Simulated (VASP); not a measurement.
# Fe (Im-3m) in VASP: notebook

The runs below take Fe through single point, relaxation of cell and atoms, with PBEsol.

All numbers are computed with VASP 6.6.1; they aren't measurements. Logs are shortened: lines on timing, memory, paths and dates and some standing lists are left out, and cuts for length are marked.

## 1. The cell of the first run

Symmetry: Im-3m, No. 229, cubic system. Conventional cell: a = 2.789 Å, b = 2.789 Å, c = 2.789 Å, α = 90.00°, β = 90.00°, γ = 90.00°. Fe (site symmetry m-3m) has 14 Fe at 2.42 to 2.79 Å within 3.2 Å.

## 2. Single point, PBEsol, collinear spin, ferromagnetic start

The input, INCAR:

```
ALGO = Fast
EDIFF = 1E-6
ENCUT = 520
GGA = PS
ISIF = 2
ISMEAR = 0
ISPIN = 2
LASPH = True
LCHARG = False
LMAXMIX = 4
LORBIT = 11
LREAL = False
LWAVE = False
MAGMOM = 2.65
NBANDS = 14
NELM = 150
PREC = Accurate
SIGMA = 0.1
```

The input, KPOINTS:

```
k-points
0
Gamma
  10 10 10
```

The input, POSCAR:

```
Fe
1.0
   -1.3944552974      1.3944552974      1.3944552974
    1.3944552974     -1.3944552974      1.3944552974
    1.3944552974      1.3944552974     -1.3944552974
Fe
1
Direct
    0.0000000000      0.0000000000      0.0000000000
```

Potentials or basis: VASP PAW PBE potentials, release 64 (Fe).

Launch:

```console
cat potpaw_PBE.64/Fe/POTCAR > POTCAR
mpirun -np 1 vasp_std > vasp.out
```

OUTCAR:

```text
EDIFF = 1E-6
   ENCUT = 520
   GGA = PS
   ISIF = 2
   ISMEAR = 0
   ISPIN = 2
   LASPH = True
   LORBIT = 11
   LREAL = False
   NELM = 150
   PREC = Accurate

 ion  position               nearest neighbor table
   1  0.000  0.000  0.000-

  LATTYP: Found a body centered cubic cell.
 ALAT       =     2.7889105948

  Lattice vectors:

 A1 = (  -1.3944552974,   1.3944552974,   1.3944552974)
 A2 = (   1.3944552974,  -1.3944552974,   1.3944552974)
 A3 = (   1.3944552974,   1.3944552974,  -1.3944552974)

Analysis of symmetry for initial positions (statically):
=====================================================================
 Subroutine PRICEL returns:
 Original cell was already a primitive cell.

 Routine SETGRP: Setting up the symmetry group for a
 body centered cubic supercell.

 Subroutine GETGRP returns: Found 48 space group operations
 (whereof 48 operations were pure point group operations)
 out of a pool of 48 trial point group operations.

The static configuration has the point symmetry O_h .

Analysis of symmetry for dynamics (positions and initial velocities):
=====================================================================
 Subroutine PRICEL returns:
 Original cell was already a primitive cell.

 Routine SETGRP: Setting up the symmetry group for a
 body centered cubic supercell.

 Subroutine GETGRP returns: Found 48 space group operations
 (whereof 48 operations were pure point group operations)
 out of a pool of 48 trial point group operations.

The dynamic configuration has the point symmetry O_h .

Analysis of structural, dynamic, and magnetic symmetry:
=====================================================================
 Subroutine PRICEL returns:
 Original cell was already a primitive cell.

 Routine SETGRP: Setting up the symmetry group for a
 body centered cubic supercell.

 Subroutine GETGRP returns: Found 48 space group operations
 (whereof 48 operations were pure point group operations)
 out of a pool of 48 trial point group operations.

The overall configuration has the point symmetry O_h .

 Subroutine INISYM returns: Found 48 space group operations
 (whereof 48 operations are pure point group operations),
 and found     1 'primitive' translations

----------------------------------------------------------------------------------------

                                     Primitive cell

  volume of cell :      10.8461

  direct lattice vectors                    reciprocal lattice vectors
    -1.394455297  1.394455297  1.394455297     0.000000000  0.358562946  0.358562946
     1.394455297 -1.394455297  1.394455297     0.358562946  0.000000000  0.358562946
     1.394455297  1.394455297 -1.394455297     0.358562946  0.358562946  0.000000000

  length of vectors
     2.415267424  2.415267424  2.415267424     0.507084582  0.507084582  0.507084582

  position of ions in fractional coordinates (direct lattice)
     0.000000000  0.000000000  0.000000000

  ion indices of the primitive-cell ions
   primitive index   ion index
                 1           1

----------------------------------------------------------------------------------------

 KPOINTS: k-points

Automatic generation of k-mesh.
 Grid dimensions read from file:
 generate k-points for:   10   10   10

 Generating k-lattice:

  Cartesian coordinates                     Fractional coordinates (reciprocal lattice)
     0.000000000  0.035856295  0.035856295     0.100000000  0.000000000  0.000000000
     0.035856295  0.000000000  0.035856295     0.000000000  0.100000000  0.000000000
     0.035856295  0.035856295  0.000000000     0.000000000  0.000000000  0.100000000

  Length of vectors
     0.050708458  0.050708458  0.050708458

  Shift w.r.t. Gamma in fractional coordinates (k-lattice)
     0.000000000  0.000000000  0.000000000

 Subroutine IBZKPT returns following result:
 ===========================================

 Found     47 irreducible k-points:

 Following reciprocal coordinates:
            Coordinates               Weight
  0.000000  0.000000  0.000000      1.000000
  0.100000  0.000000  0.000000     12.000000
  0.200000  0.000000  0.000000     12.000000
  0.300000  0.000000  0.000000     12.000000
  0.400000  0.000000  0.000000     12.000000
  0.500000  0.000000  0.000000      6.000000
[... 16 lines left out ...]
  0.300000  0.300000  0.100000      8.000000
 -0.300000  0.300000  0.100000     24.000000
 [... further k-points ...]
   k-points           NKPTS =     47   k-points in BZ     NKDIM =     47   number of bands    NBANDS=     14
   number of dos      NEDOS =    301   number of ions     NIONS =      1
   total plane-waves  NPLWV =   5832
   dimension x,y,z NGX =    18 NGY =   18 NGZ =   18
   dimension x,y,z NGXF=    36 NGYF=   36 NGZF=   36
   ions per type =               1
   NGX,Y,Z   is equivalent  to a cutoff of  12.39, 12.39, 12.39 a.u.
   NGXF,Y,Z  is equivalent  to a cutoff of  24.78, 24.78, 24.78 a.u.
 SYSTEM =  unknown system
   PREC   = accura    normal or accurate (medium, high low for compatibility)
   ISTART =      0    job   : 0-new  1-cont  2-samecut
   ICHARG =      2    charge: 1-file 2-atom 10-const
   ISPIN  =      2    spin polarized calculation?
   LNONCOLLINEAR =      F non collinear calculations
   LSORBIT =      F    spin-orbit coupling
   LASPH  =      T    aspherical Exc in radial PAW
   ENCUT  =  520.0 eV  38.22 Ry    6.18 a.u.   4.49  4.49  4.49*2*pi/ulx,y,z
   NELM   =    150;   NELMIN=  2; NELMDL= -5     # of ELM steps
   EDIFF  = 0.1E-05   stopping-criterion for ELM
   LREAL  =      F    real-space projection
   EDIFFG = 0.1E-04   stopping-criterion for IOM
   NSW    =      0    number of steps for IOM
   IBRION =     -1    ionic relax: 0-MD 1-quasi-New 2-CG
   NFREE  =      0    steps in history (QN), initial steepest desc. (CG)
   ISIF   =      2    stress and relaxation
   ISYM   =      2    0-nonsym 1-usesym 2-fastsym
   POTIM  = 0.5000    time-step for ionic-motion
   TEBEG  =    0.0;   TEEND  =   0.0 temperature during run
   PSTRESS=    0.0 pullay stress
   NELECT =       8.0000    total number of electrons
   NUPDOWN=      -1.0000    fix difference up-down
   EMIN   =  10.00;   EMAX   =-10.00  energy-range for DOS
   EFERMI =   0.00;   METHOD = LEGACY
   ISMEAR =     0;   SIGMA  =   0.10  broadening in eV -4-tet -1-fermi 0-gaus
   EFERMI_NEDOS =   21; number of points for ismear=-14 and -15
   IALGO  =     68    algorithm
   IMIX   =      4    mixing-type and parameters
     AMIX     =   0.40;   BMIX     =  1.00
     AMIX_MAG =   1.60;   BMIX_MAG =  1.00
  volume/ion in A,a.u.               =      10.85        73.19
  Fermi-wavevector in a.u.,A,eV,Ry     =   1.479155  2.795197 29.768164  2.187898
  Thomas-Fermi vector in A             =   2.593347
   LORBIT       =     11    0 simple, 1 ext, 2 COOP (PROOUT), +10 PAW based schemes
   GGA     = PS    functional components
   LHFCALC =     F    Hartree Fock is set to
   AEXX    =    0.0000 exact exchange contribution
   IVDW    =     0    specifies the selected vdW correction
   LEPSILON=     F    determine dielectric tensor
   LRPA    =     F    only Hartree local field effects (RPA)
 spin polarized calculation
 RMM-DIIS sequential band-by-band and
 Gauss-broadening in eV      SIGMA  =   0.10
  energy-cutoff  :      520.00
  volume of cell :       10.85
 maximum number of plane-waves:       321
 NGX is ok and might be reduce to    18
   NGX =  9   NGY =  9   NGZ =  9

 number of electron       8.0000004 magnetization       2.1275013

 Free energy of the ion-electron system (eV)
  ---------------------------------------------------
  ext. energy  EPLUGINS =         0.00000000
  ---------------------------------------------------
  free energy    TOTEN  =        -8.92807681 eV

  energy without entropy =       -8.92306603  energy(sigma->0) =       -8.92557142

 E-fermi :   6.2270     XC(G=0): -13.5437

 val. band max:        6.2261241947   @ k =  -0.4000   0.5000   0.2000
 cond. band min:       6.2393518036   @ k =  -0.4000   0.5000   0.3000
 fundamental gap:      0.0132276089
 Fermi energy:         6.2269976042

 spin component 1

 k-point     1 :       0.0000    0.0000    0.0000
  band No.  band energies     occupation
      1      -2.6343      1.00000
      2       3.7435      1.00000
      3       3.7435      1.00000
      4       3.7435      1.00000
      5       5.1124      1.00000
      6       5.1124      1.00000
      7      31.5486      0.00000
      8      31.5486      0.00000
      9      31.5486      0.00000
     10      36.9625      0.00000
     11      36.9625      0.00000
     12      39.4930      0.00000
     13      39.4930      0.00000
     14      39.4931      0.00000
[... 375 lines left out ...]
 k-point    24 :      -0.3000    0.3000    0.1000
  band No.  band energies     occupation
      1       0.6590      1.00000
      2       3.2045      1.00000
      3       3.4755      1.00000
      4       4.7344      1.00000
      5       5.4666      1.00000
      6       5.6826      1.00000
      7      20.3907      0.00000
      8      26.2337      0.00000
      9      26.8462      0.00000
     10      33.3259      0.00000
     11      33.9312      0.00000
     12      36.8312      0.00000
     13      46.2187      0.00000
     14      46.3373      0.00000

 [... further k-points ...]

 spin component 2

 k-point     1 :       0.0000    0.0000    0.0000
  band No.  band energies     occupation
      1      -2.3835      1.00000
      2       5.6197      1.00000
      3       5.6198      1.00000
      4       5.6198      1.00000
      5       7.6991      0.00000
      6       7.6992      0.00000
      7      31.4538      0.00000
      8      31.4538      0.00000
      9      31.4538      0.00000
     10      37.2594      0.00000
     11      37.2594      0.00000
     12      40.2201      0.00000
     13      40.2201      0.00000
     14      40.2201      0.00000
[... 375 lines left out ...]
 k-point    24 :      -0.3000    0.3000    0.1000
  band No.  band energies     occupation
      1       1.1895      1.00000
      2       4.9615      1.00000
      3       5.1677      1.00000
      4       6.9417      0.00000
      5       7.5008      0.00000
      6       8.1864      0.00000
      7      21.2183      0.00000
      8      26.5650      0.00000
      9      27.5059      0.00000
     10      33.8010      0.00000
     11      34.4647      0.00000
     12      37.3083      0.00000
     13      46.5749      0.00000
     14      46.7595      0.00000

 [... further k-points ...]
[... 5 lines left out ...]
  --------------------------------------------------------------------------------------
  -------------------------------------------------------------------------------------
  Total       -0.0059844     -0.0059844     -0.0059844     -0.0000000     -0.0000000      0.0000000
  in kB       -0.8840086     -0.8840086     -0.8840086     -0.0000000     -0.0000000      0.0000000
  external PRESSURE =      -0.8840086 kB  Pullay stress =       0.0000000 kB

 VOLUME and BASIS-vectors are now :
 -----------------------------------------------------------------------------
  energy-cutoff  :      520.00
  volume of cell :       10.85
      direct lattice vectors                 reciprocal lattice vectors
    -1.394455297  1.394455297  1.394455297     0.000000000  0.358562946  0.358562946
     1.394455297 -1.394455297  1.394455297     0.358562946  0.000000000  0.358562946
     1.394455297  1.394455297 -1.394455297     0.358562946  0.358562946  0.000000000

 POSITION                                       TOTAL-FORCE (eV/Angst)
 -----------------------------------------------------------------------------------
      0.00000      0.00000      0.00000         0.000000      0.000000      0.000000
 -----------------------------------------------------------------------------------
    total drift:                                0.000000      0.000000      0.000000

  FREE ENERGIE OF THE ION-ELECTRON SYSTEM (eV)
  ---------------------------------------------------
  free  energy   TOTEN  =        -8.9280768063 eV

  energy  without entropy=       -8.9230660317  energy(sigma->0) =       -8.92557142

 total charge

# of ion       s       p       d       tot
------------------------------------------
    1        0.509   0.589   6.275   7.373

 magnetization (x)

# of ion       s       p       d       tot
------------------------------------------
    1       -0.014  -0.057   2.183   2.112
```

Wall time 24 s (1 thread of Intel Xeon 8259CL, shared host); peak memory 0.13 GiB.

What came out:

```yaml
Free_energy: -8.9281 eV
Pressure: -0.1 GPa
Net_moment: 2.13 μB per cell
Site_moments: Fe +2.11 μB
Valence_electrons_inside_the_program's_atomic_spheres: Fe 7.37
```

Caveat: the PAW data sets were made with another functional, which shifts forces and pressure a little.

## 3. Relaxation of cell and atoms, PBEsol, collinear spin, ferromagnetic start

This run uses another cell than the first one, of 12.02 Å³/atom, 1.108 times its volume.

The input, INCAR:

```
  PREC = Accurate
  ENCUT = 600
  EDIFF = 1E-6
  ISMEAR = 0
  SIGMA = 0.1
  LREAL = F
  LASPH = T
  NELM = 150
  ALGO = Normal
  ISIF = 3
  LWAVE = F
  LCHARG = F
  ISPIN = 2
  MAGMOM = 2.65
  LORBIT = 11
  LMAXMIX = 4
  GGA = PS
  IBRION = 2
  NSW = 100
  EDIFFG = -0.05
```

The input, KPOINTS:

```
Automatic mesh
0
Gamma
  10 10 10
```

The input, POSCAR:

```
Fe
1.0
   -1.4430000000      1.4430000000      1.4430000000
    1.4430000000     -1.4430000000      1.4430000000
    1.4430000000      1.4430000000     -1.4430000000
Fe
1
Direct
    0.0000000000      0.0000000000      0.0000000000
```

Potentials or basis: VASP PAW PBE potentials, release 64 (Fe).

Launch:

```console
cat potpaw_PBE.64/Fe/POTCAR > POTCAR
mpirun -np 1 vasp_std > vasp.out
```

Wall time 64 s (1 thread of Intel Xeon 8259CL, shared host); peak memory 0.15 GiB.

Results (log left out):

| Property | Result |
| --- | --- |
| Free energy | -8.9282 eV |
| Relaxed volume | 10.84 Å³/atom |
| Relaxed cell | a = 2.415 Å, b = 2.415 Å, c = 2.415 Å, α = 109.47°, β = 109.47°, γ = 109.47° |
| Space group after relaxing (to 0.05 Å) | Im-3m (No. 229) |
| Energy gained by relaxing | 82.6 meV/atom |
| Ionic steps | 3 |
| Pressure after relaxing | -0.1 GPa |
| Net moment | 2.13 μB per cell |
| Site moments | Fe +2.11 μB |
| Valence electrons inside the program's atomic spheres | Fe 7.38 |

Step by step:
| step | energy change (eV) | largest force (eV/Å) | pressure (GPa) | volume (Å³) |
| --- | --- | --- | --- | --- |
| 1 | 0.0000 | 0.0000 | -19.64 | 12.02 |
| 2 | 0.0318 | 0.0000 | 33.88 | 9.63 |
| 3 | -0.0826 | 0.0000 | -0.05 | 10.84 |

Final structure:
```
Fe
1.0
    -1.39413    1.39413    1.39413
     1.39413   -1.39413    1.39413
     1.39413    1.39413   -1.39413
Fe
1
Direct
  0.00000 0.00000 0.00000
```

Levels at points of the mesh, in eV from the Fermi level:
Spin up:
| k point | band 1 | band 2 | band 3 | band 4 | band 5 | band 6 | band 7 | band 8 | band 9 |
| --- | --- | --- | --- | --- | --- | --- | --- | --- | --- |
| (0.00, 0.00, 0.00) | -8.87 | -2.49 | -2.49 | -2.49 | -1.12 | -1.12 | 25.33 | 25.33 | 25.33 |
| (0.50, 0.00, 0.00) | -5.29 | -3.66 | -1.06 | -0.91 | 0.36 | 0.42 | 7.68 | 18.62 | 20.81 |
| (0.50, 0.50, 0.50) | -5.20 | -5.20 | 0.13 | 0.13 | 0.13 | 10.11 | 10.11 | 10.11 | 16.05 |
Spin down:
```csv
k point,band 1,band 2,band 3,band 4,band 5,band 6,band 7
"(0.00, 0.00, 0.00)",-8.62,-0.61,-0.61,-0.61,1.47,1.47,25.23
"(0.50, 0.00, 0.00)",-4.02,-1.98,0.57,1.35,1.75,2.60,9.06
"(0.50, 0.50, 0.50)",-3.48,-3.48,2.28,2.28,2.28,10.46,10.46
```

Caveat: the PAW data sets were made with another functional, which shifts forces and pressure a little.
